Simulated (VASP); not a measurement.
# ScCu (Pm-3m) in VASP: notebook

ScCu is run at these levels: LDA; tasks: single point, relaxation of cell and atoms.

Everything below comes from runs of VASP 6.6.1. Logs are shortened: lines on timing, memory, paths and dates and some standing lists are left out, and cuts for length are marked.

**1. The cell of the first run**

The structure is cubic, space group Pm-3m (No. 221). The conventional cell has a = 3.166 Å, b = 3.166 Å, c = 3.166 Å, α = 90.00°, β = 90.00°, γ = 90.00°. Sc (site symmetry m-3m) has 8 Cu at 2.74 Å and 6 Sc at 3.17 Å within 3.6 Å. Cu (site symmetry m-3m) has 8 Sc at 2.74 Å and 6 Cu at 3.17 Å within 3.6 Å.

**2. Single point, LDA**

Contents of INCAR:

```
PREC = Accurate ; ENCUT = 520
EDIFF = 1E-6 ; ISMEAR = -1
SIGMA = 0.05 ; LREAL = F
LASPH = T ; NELM = 100
ALGO = Normal ; ISIF = 2
LWAVE = F ; LCHARG = F
NBANDS = 18
```

Contents of KPOINTS:

```
Automatic mesh
0
Gamma
  8 8 8
```

Contents of POSCAR:

```
ScCu
1.0
    3.1661252632      0.0000000000      0.0000000000
    0.0000000000      3.1661252632      0.0000000000
    0.0000000000      0.0000000000      3.1661252632
Sc Cu
1 1
Direct
    0.5000000000      0.5000000000      0.5000000000
    0.0000000000      0.0000000000      0.0000000000
```

Potentials or basis: VASP PAW LDA potentials, release 64 (Sc_sv, Cu).

Launch:

```
$ cat potpaw_LDA.64/Sc_sv/POTCAR potpaw_LDA.64/Cu/POTCAR > POTCAR
$ mpirun -np 1 vasp_std > vasp.out
```

OUTCAR:

```text
PREC = Accurate
   ENCUT = 520
   EDIFF = 1E-6
   ISMEAR = -1
   LREAL = F
   LASPH = T
   NELM = 100
   ISIF = 2

 ion  position               nearest neighbor table
   1  0.500  0.500  0.500-   2 2.74   2 2.74   2 2.74   2 2.74   2 2.74   2 2.74   2 2.74   2 2.74

   2  0.000  0.000  0.000-   1 2.74   1 2.74   1 2.74   1 2.74   1 2.74   1 2.74   1 2.74   1 2.74

  LATTYP: Found a simple cubic cell.
 ALAT       =     3.1661252632

  Lattice vectors:

 A1 = (   3.1661252632,   0.0000000000,   0.0000000000)
 A2 = (   0.0000000000,   3.1661252632,   0.0000000000)
 A3 = (   0.0000000000,   0.0000000000,   3.1661252632)

Analysis of symmetry for initial positions (statically):
=====================================================================
 Subroutine PRICEL returns:
 Original cell was already a primitive cell.

 Routine SETGRP: Setting up the symmetry group for a
 simple cubic supercell.

 Subroutine GETGRP returns: Found 48 space group operations
 (whereof 48 operations were pure point group operations)
 out of a pool of 48 trial point group operations.

The static configuration has the point symmetry O_h .

Analysis of symmetry for dynamics (positions and initial velocities):
=====================================================================
 Subroutine PRICEL returns:
 Original cell was already a primitive cell.

 Routine SETGRP: Setting up the symmetry group for a
 simple cubic supercell.

 Subroutine GETGRP returns: Found 48 space group operations
 (whereof 48 operations were pure point group operations)
 out of a pool of 48 trial point group operations.

The dynamic configuration has the point symmetry O_h .

 Subroutine INISYM returns: Found 48 space group operations
 (whereof 48 operations are pure point group operations),
 and found     1 'primitive' translations

----------------------------------------------------------------------------------------

                                     Primitive cell

  volume of cell :      31.7383

  direct lattice vectors                    reciprocal lattice vectors
     3.166125263  0.000000000  0.000000000     0.315843473  0.000000000  0.000000000
     0.000000000  3.166125263  0.000000000     0.000000000  0.315843473  0.000000000
[... 79 lines left out ...]
   ISPIN  =      1    spin polarized calculation?
   LNONCOLLINEAR =      F non collinear calculations
   LSORBIT =      F    spin-orbit coupling
   LASPH  =      T    aspherical Exc in radial PAW
   ENCUT  =  520.0 eV  38.22 Ry    6.18 a.u.   5.89  5.89  5.89*2*pi/ulx,y,z
   NELM   =    100;   NELMIN=  2; NELMDL= -5     # of ELM steps
   EDIFF  = 0.1E-05   stopping-criterion for ELM
   LREAL  =      F    real-space projection
   EDIFFG = 0.1E-04   stopping-criterion for IOM
   NSW    =      0    number of steps for IOM
   IBRION =     -1    ionic relax: 0-MD 1-quasi-New 2-CG
   NFREE  =      0    steps in history (QN), initial steepest desc. (CG)
   ISIF   =      2    stress and relaxation
   ISYM   =      2    0-nonsym 1-usesym 2-fastsym
   POTIM  = 0.5000    time-step for ionic-motion
   TEBEG  =    0.0;   TEEND  =   0.0 temperature during run
   PSTRESS=    0.0 pullay stress
   NELECT =      22.0000    total number of electrons
   NUPDOWN=      -1.0000    fix difference up-down
   EMIN   =  10.00;   EMAX   =-10.00  energy-range for DOS
   EFERMI =   0.00;   METHOD = LEGACY
   ISMEAR =    -1;   SIGMA  =   0.05  broadening in eV -4-tet -1-fermi 0-gaus
   EFERMI_NEDOS =   21; number of points for ismear=-14 and -15
   IALGO  =     38    algorithm
   IMIX   =      4    mixing-type and parameters
     AMIX     =   0.40;   BMIX     =  1.00
     AMIX_MAG =   1.60;   BMIX_MAG =  1.00
  volume/ion in A,a.u.               =      15.87       107.09
  Fermi-wavevector in a.u.,A,eV,Ry     =   1.448842  2.737914 28.560568  2.099143
  Thomas-Fermi vector in A             =   2.566637
   LORBIT       =      0    0 simple, 1 ext, 2 COOP (PROOUT), +10 PAW based schemes
   GGA     = CA    functional components
   LHFCALC =     F    Hartree Fock is set to
   AEXX    =    0.0000 exact exchange contribution
   IVDW    =     0    specifies the selected vdW correction
   LEPSILON=     F    determine dielectric tensor
   LRPA    =     F    only Hartree local field effects (RPA)
 non-spin polarized calculation
  energy-cutoff  :      520.00
  volume of cell :       31.74
 maximum number of plane-waves:       876
 NGX is ok and might be reduce to    24
   NGX = 11   NGY = 11   NGZ = 11

 number of electron      22.0000038 magnetization

 Free energy of the ion-electron system (eV)
  ---------------------------------------------------
  ext. energy  EPLUGINS =         0.00000000
  ---------------------------------------------------
  free energy    TOTEN  =       -11.97438661 eV

  energy without entropy =      -11.95787238  energy(sigma->0) =      -11.96612949

 E-fermi :   6.0912     XC(G=0): -11.8479

 val. band max:        6.0745126735   @ k =   0.5000   0.2500   0.2500
 cond. band min:       6.1027577095   @ k =   0.2500   0.0000   0.0000
 fundamental gap:      0.0282450360
 Fermi energy:         6.0911990147

 k-point     1 :       0.0000    0.0000    0.0000
  band No.  band energies     occupation
      1     -42.8838      2.00000
      2     -21.7251      2.00000
      3     -21.7251      2.00000
      4     -21.7251      2.00000
      5      -1.3776      2.00000
      6       1.7816      2.00000
[... 481 lines left out ...]
      5       1.6831      2.00000
      6       1.8867      2.00000
[... 10 lines left out ...]
     17      13.2676      0.00000
     18      14.4765      0.00000

 [... further k-points ...]

------------------------ aborting loop because EDIFF is reached ----------------------------------------

  FORCE on cell =-STRESS in cart. coord.  units (eV):
  Direction    XX          YY          ZZ          XY          YZ          ZX
  --------------------------------------------------------------------------------------
  -------------------------------------------------------------------------------------
  Total        0.1413925      0.1413925      0.1413925      0.0000000      0.0000000     -0.0000000
  in kB        7.1376085      7.1376085      7.1376085      0.0000000      0.0000000     -0.0000000
  external PRESSURE =       7.1376085 kB  Pullay stress =       0.0000000 kB

 VOLUME and BASIS-vectors are now :
 -----------------------------------------------------------------------------
  energy-cutoff  :      520.00
  volume of cell :       31.74
      direct lattice vectors                 reciprocal lattice vectors
     3.166125263  0.000000000  0.000000000     0.315843473  0.000000000  0.000000000
     0.000000000  3.166125263  0.000000000     0.000000000  0.315843473  0.000000000
     0.000000000  0.000000000  3.166125263     0.000000000  0.000000000  0.315843473

 POSITION                                       TOTAL-FORCE (eV/Angst)
 -----------------------------------------------------------------------------------
      1.58306      1.58306      1.58306         0.000000      0.000000      0.000000
      0.00000      0.00000      0.00000         0.000000      0.000000      0.000000
 -----------------------------------------------------------------------------------
    total drift:                                0.000000      0.000000     -0.000000

  FREE ENERGIE OF THE ION-ELECTRON SYSTEM (eV)
  ---------------------------------------------------
  free  energy   TOTEN  =       -11.9743866055 eV

  energy  without entropy=      -11.9578723835  energy(sigma->0) =      -11.96612949
```

OSZICAR:

```text
N       E                     dE             d eps       ncg     rms          rms(c)
DAV:   1     0.203359862984E+03    0.20336E+03   -0.11261E+04  1324   0.172E+03
DAV:   2    -0.553342179285E+01   -0.20889E+03   -0.20353E+03  1268   0.405E+02
DAV:   3    -0.139580044252E+02   -0.84246E+01   -0.82641E+01  1710   0.115E+02
DAV:   4    -0.140711931023E+02   -0.11319E+00   -0.11286E+00  1836   0.125E+01
DAV:   5    -0.140725822620E+02   -0.13892E-02   -0.13890E-02  1668   0.120E+00    0.129E+01
DAV:   6    -0.136258095870E+02    0.44677E+00   -0.21984E+01  1294   0.102E+02    0.758E+00
DAV:   7    -0.120308177454E+02    0.15950E+01   -0.58831E+00  1634   0.493E+01    0.156E+00
DAV:   8    -0.119931213486E+02    0.37696E-01   -0.24034E-01  1970   0.473E+00    0.107E+00
DAV:   9    -0.119812065738E+02    0.11915E-01   -0.11153E-01  1914   0.755E+00    0.529E-01
DAV:  10    -0.119744892592E+02    0.67173E-02   -0.27987E-02  1804   0.356E+00    0.949E-02
DAV:  11    -0.119743817887E+02    0.10747E-03   -0.76165E-04  2126   0.532E-01    0.182E-02
DAV:  12    -0.119743865387E+02   -0.47500E-05   -0.25322E-05  1976   0.457E-02    0.446E-03
DAV:  13    -0.119743866055E+02   -0.66777E-07   -0.62585E-07   774   0.133E-02
   1 F= -.11974387E+02 E0= -.11966129E+02  d E =-.165142E-01
```

stdout:

```text
POSCAR found type information on POSCAR ScCu
 POSCAR found :  2 types and       2 ions
 scaLAPACK will be used
 LDA part: xc-table for (Slater(with rela. corr.)+CA(PZ))
 , standard interpolation
 POSCAR, INCAR and KPOINTS ok, starting setup
 FFT: planning ... GRIDC
 FFT: planning ... GRID_SOFT
 FFT: planning ... GRID
 WAVECAR not read
 entering main loop
```

It took 9.4 s on 1 thread of Intel Xeon Platinum 8559C (Emerald Rapids), shared host; peak memory 0.14 GiB.

What came out:

| Property | Result |
| --- | --- |
| Free energy | -11.9744 eV |
| Pressure | 0.7 GPa |
| Band gap on the k mesh | zero (band 11 reaches 6.50 eV, above the bottom of band 12 at 4.35 eV) |

Levels at points of the mesh, in eV from the Fermi level:
```tsv
k point	band 7	band 8	band 9	band 10	band 11	band 12	band 13	band 14	band 15	band 16
(0.00, 0.00, 0.00)	-4.31	-3.35	-3.35	-3.35	0.41	0.41	3.35	3.35	3.35	7.14
(0.50, 0.00, 0.00)	-3.50	-3.46	-3.46	-3.23	-2.25	0.11	1.35	1.35	3.24	4.53
(0.50, 0.50, 0.00)	-3.72	-3.72	-2.96	-2.02	0.19	0.19	0.86	2.63	2.63	4.06
(0.50, 0.50, 0.50)	-3.83	-2.95	-2.95	-1.74	-1.74	-1.74	3.36	4.14	4.14	6.76
```

**3. Relaxation of cell and atoms, LDA**

This run uses another cell than the first one, of 17.26 Å³/atom, 1.088 times its volume.

Contents of INCAR:

```
SYSTEM = ScCu
  PREC = Accurate
  ENCUT = 600
  EDIFF = 1E-7
  ISMEAR = -1
  SIGMA = 0.05
  LREAL = .False.
  LASPH = .True.
  NELM = 80
  ALGO = Normal
  ISIF = 3
  LWAVE = .False.
  LCHARG = .False.
  GGA = CA
  IBRION = 2
  NSW = 80
  EDIFFG = -0.01
```

Contents of KPOINTS:

```
Automatic mesh
0
Gamma
  8 8 8
  0 0 0
```

Contents of POSCAR:

```
ScCu
1.0
    3.2560000000      0.0000000000      0.0000000000
    0.0000000000      3.2560000000      0.0000000000
    0.0000000000      0.0000000000      3.2560000000
Sc Cu
1 1
Direct
    0.5000000000      0.5000000000      0.5000000000
    0.0000000000      0.0000000000      0.0000000000
```

Potentials or basis: VASP PAW LDA potentials, release 64 (Sc_sv, Cu).

Launch:

```
$ cat potpaw_LDA.64/Sc_sv/POTCAR potpaw_LDA.64/Cu/POTCAR > POTCAR
$ mpirun -np 1 vasp_std > vasp.out
```

OUTCAR:

```text
SYSTEM = ScCu
   PREC = Accurate
   ENCUT = 600
   EDIFF = 1E-7
   ISMEAR = -1
   LREAL = .False.
   LASPH = .True.
   NELM = 80
   ISIF = 3
   GGA = CA
   IBRION = 2
   NSW = 80
   EDIFFG = -0.01

 ion  position               nearest neighbor table
   1  0.500  0.500  0.500-   2 2.82   2 2.82   2 2.82   2 2.82   2 2.82   2 2.82   2 2.82   2 2.82

   2  0.000  0.000  0.000-   1 2.82   1 2.82   1 2.82   1 2.82   1 2.82   1 2.82   1 2.82   1 2.82

  LATTYP: Found a simple cubic cell.
 ALAT       =     3.2560000000

  Lattice vectors:

 A1 = (   3.2560000000,   0.0000000000,   0.0000000000)
 A2 = (   0.0000000000,   3.2560000000,   0.0000000000)
 A3 = (   0.0000000000,   0.0000000000,   3.2560000000)

Analysis of symmetry for initial positions (statically):
=====================================================================
 Subroutine PRICEL returns:
 Original cell was already a primitive cell.

 Routine SETGRP: Setting up the symmetry group for a
 simple cubic supercell.

 Subroutine GETGRP returns: Found 48 space group operations
 (whereof 48 operations were pure point group operations)
 out of a pool of 48 trial point group operations.

The static configuration has the point symmetry O_h .

[... 170 lines left out ...]
  in kB      -70.4247409    -70.4247409    -70.4247409      0.0000000      0.0000000      0.0000000
  external PRESSURE =     -70.4247409 kB  Pullay stress =       0.0000000 kB
[... 59 lines left out ...]
--------------------------------------- Ionic step        3  -------------------------------------------

 number of electron      21.9999991 magnetization

 Free energy of the ion-electron system (eV)
  ---------------------------------------------------
  ext. energy  EPLUGINS =         0.00000000
  ---------------------------------------------------
  free energy    TOTEN  =       -11.97517608 eV

  energy without entropy =      -11.95863526  energy(sigma->0) =      -11.96690567

 E-fermi :   6.0441     XC(G=0): -11.8220

 val. band max:        6.0308051466   @ k =   0.5000   0.2500   0.2500
 cond. band min:       6.0537645868   @ k =   0.2500   0.0000   0.0000
 fundamental gap:      0.0229594403
 Fermi energy:         6.0441179018

 k-point     1 :       0.0000    0.0000    0.0000
  band No.  band energies     occupation
      1     -42.9434      2.00000
      2     -21.7862      2.00000
      3     -21.7862      2.00000
      4     -21.7862      2.00000
      5      -1.4033      2.00000
      6       1.7586      2.00000
      7       1.7586      2.00000
      8       2.7110      2.00000
      9       2.7110      2.00000
     10       2.7110      2.00000
     11       6.4523      0.00057
     12       6.4523      0.00057
     13       9.3763      0.00000
     14       9.3763      0.00000
[... 401 lines left out ...]
      2     -22.0557      2.00000
      3     -22.0064      2.00000
      4     -21.7778      2.00000
      5       1.6585      2.00000
      6       1.8592      2.00000
      7       2.3559      2.00000
      8       2.3792      2.00000
      9       2.9243      2.00000
     10       3.8393      2.00000
     11       5.2202      2.00000
     12       6.1235      0.33932
     13       7.3171      0.00000
     14       8.8918      0.00000
     15       9.0730      0.00000

 [... further k-points ...]
[... 5 lines left out ...]
  --------------------------------------------------------------------------------------
  -------------------------------------------------------------------------------------
  Total        0.0069608      0.0069608      0.0069608      0.0000000     -0.0000000     -0.0000000
  in kB        0.3495948      0.3495948      0.3495948      0.0000000     -0.0000000     -0.0000000
  external PRESSURE =       0.3495948 kB  Pullay stress =       0.0000000 kB
[... 17 lines left out ...]
  FREE ENERGIE OF THE ION-ELECTRON SYSTEM (eV)
  ---------------------------------------------------
  free  energy   TOTEN  =       -11.9751760763 eV

  energy  without entropy=      -11.9586352647  energy(sigma->0) =      -11.96690567

 reached required accuracy - stopping structural energy minimisation
```

OSZICAR:

```text
N       E                     dE             d eps       ncg     rms          rms(c)
DAV:   1     0.243997381102E+03    0.24400E+03   -0.12076E+04  1050   0.225E+03
DAV:   2    -0.297531183359E+01   -0.24697E+03   -0.24329E+03  1150   0.516E+02
DAV:   3    -0.138794364500E+02   -0.10904E+02   -0.10715E+02  1725   0.154E+02
[... 33 lines left out ...]
DAV:   5    -0.119769313000E+02    0.36173E-02   -0.37308E-02  1689   0.293E+00    0.272E-01
DAV:   6    -0.119751903134E+02    0.17410E-02   -0.91980E-03  1470   0.147E+00    0.535E-02
DAV:   7    -0.119752028971E+02   -0.12584E-04   -0.16613E-04  1301   0.180E-01    0.401E-02
DAV:   8    -0.119751759998E+02    0.26897E-04   -0.12152E-04  1782   0.158E-01    0.391E-03
DAV:   9    -0.119751760856E+02   -0.85714E-07   -0.38267E-06  1426   0.206E-02    0.158E-03
DAV:  10    -0.119751760763E+02    0.92718E-08   -0.58287E-08   567   0.542E-03
   3 F= -.11975176E+02 E0= -.11966906E+02  d E =-.618596E-01
```

Run time: 43 s. Hardware: 1 thread of Intel Xeon Platinum 8559C (Emerald Rapids), shared host; peak memory 0.17 GiB.

Results:

- Free energy: -11.9752 eV
- Relaxed volume: 15.95 Å³/atom
- Relaxed cell: a = 3.172 Å, b = 3.172 Å, c = 3.172 Å, α = 90.00°, β = 90.00°, γ = 90.00°
- Space group after relaxing (to 0.05 Å): Pm-3m (No. 221)
- Energy gained by relaxing: 30.9 meV/atom
- Ionic steps: 3
- Pressure after relaxing: 0.0 GPa
- Band gap on the k mesh: zero (band 11 reaches 6.45 eV, above the bottom of band 12 at 4.32 eV)

The path:
```csv
step,energy change (eV),largest force (eV/Å),pressure (GPa),volume (Å³)
1,0.0000,0.0000,-7.04,34.52
2,-0.0499,0.0000,3.80,30.87
3,-0.0619,0.0000,0.03,31.90
```

Final structure:
```
Sc Cu
1.0
     3.17153    0.00000    0.00000
     0.00000    3.17153    0.00000
     0.00000    0.00000    3.17153
Sc Cu
1 1
Direct
  0.50000 0.50000 0.50000
  0.00000 0.00000 0.00000
```

LDA usually gives volumes a few per cent too small. Zero-point motion and thermal expansion aren't in these numbers.

**4. Relaxation of cell and atoms, LDA**

This run uses another cell than the first one, of 17.26 Å³/atom, 1.088 times its volume.

Changes to INCAR since step 3:

```diff
@@ -2,3 +2,3 @@
   PREC = Accurate
-  ENCUT = 600
+  ENCUT = 700
   EDIFF = 1E-7
@@ -8,3 +8,3 @@
   LASPH = .True.
-  NELM = 80
+  NELM = 120
   ALGO = Normal
@@ -17 +17,3 @@
   EDIFFG = -0.01
+  GGA_COMPAT = .False.
+  NELMIN = 4
```

KPOINTS is that of step 3.

POSCAR is that of step 3.

Potentials or basis: VASP PAW LDA potentials, release 64 (Sc_sv, Cu_sv_GW).

Launch:

```
$ cat potpaw_LDA.64/Sc_sv/POTCAR potpaw_LDA.64/Cu_sv_GW/POTCAR > POTCAR
$ mpirun -np 1 vasp_std > vasp.out
```

It took 2 min on 1 thread of AMD EPYC 7R43 (Zen 3), shared host; peak memory 0.16 GiB.

It converged, with:

- Free energy: -12.1629 eV
- Relaxed volume: 15.73 Å³/atom
- Relaxed cell: a = 3.157 Å, b = 3.157 Å, c = 3.157 Å, α = 90.00°, β = 90.00°, γ = 90.00°
- Space group after relaxing (to 0.05 Å): Pm-3m (No. 221)
- Energy gained by relaxing: 46.0 meV/atom
- Ionic steps: 3
- Pressure after relaxing: -0.1 GPa
- Band gap on the k mesh: zero (band 15 reaches 6.54 eV, above the bottom of band 16 at 4.33 eV)

The path:
```csv
step,energy change (eV),largest force (eV/Å),pressure (GPa),volume (Å³)
1,0.0000,0.0000,-8.83,34.52
2,-0.0640,0.0000,6.30,29.98
3,-0.0920,0.0000,-0.06,31.47
```

Final structure:
```yaml
crystal:
  lattice:
    - [3.15708, 0.00000, 0.00000]
    - [0.00000, 3.15708, 0.00000]
    - [0.00000, 0.00000, 3.15708]
  atoms:
    - { symbol: Sc, position: [0.50000, 0.50000, 0.50000] }
    - { symbol: Cu, position: [0.00000, 0.00000, 0.00000] }
```

Levels at points of the mesh, in eV from the Fermi level:
```csv
k point,band 11,band 12,band 13,band 14,band 15,band 16,band 17,band 18,band 19
"(0.00, 0.00, 0.00)",-4.33,-3.33,-3.33,-3.33,0.43,0.43,3.39,3.39,3.39
"(0.50, 0.00, 0.00)",-3.54,-3.45,-3.45,-3.22,-2.24,0.10,1.35,1.35,3.27
"(0.50, 0.50, 0.00)",-3.72,-3.72,-2.94,-2.01,0.18,0.18,0.89,2.66,2.66
"(0.50, 0.50, 0.50)",-3.83,-2.92,-2.92,-1.78,-1.78,-1.78,3.35,4.18,4.18
```

**5. The runs side by side**

```tsv
task	potentials or basis	cell	cutoff (eV)	second run	gap on the mesh (eV)	pressure (GPa)	relaxed volume (Å³/atom)
single point	VASP PAW LDA potentials, release 64 (Sc_sv, Cu)	a = 3.166 Å, 2 atoms	520	-	none	0.7	-
relaxation of cell and atoms	VASP PAW LDA potentials, release 64 (Sc_sv, Cu)	relaxed from a = 3.256 Å, 2 atoms	600	-	none	0.0	15.95
relaxation of cell and atoms	VASP PAW LDA potentials, release 64 (Sc_sv, Cu_sv_GW)	relaxed from a = 3.256 Å, 2 atoms	700	valence_matched	none	-0.1	15.73
```

Alike in all rows: level LDA; no spin polarisation; k mesh 8 × 8 × 8; smearing fermi-dirac 0.05 eV.

Total energies depend on the potentials used, so only differences within one code and one set of settings carry meaning.
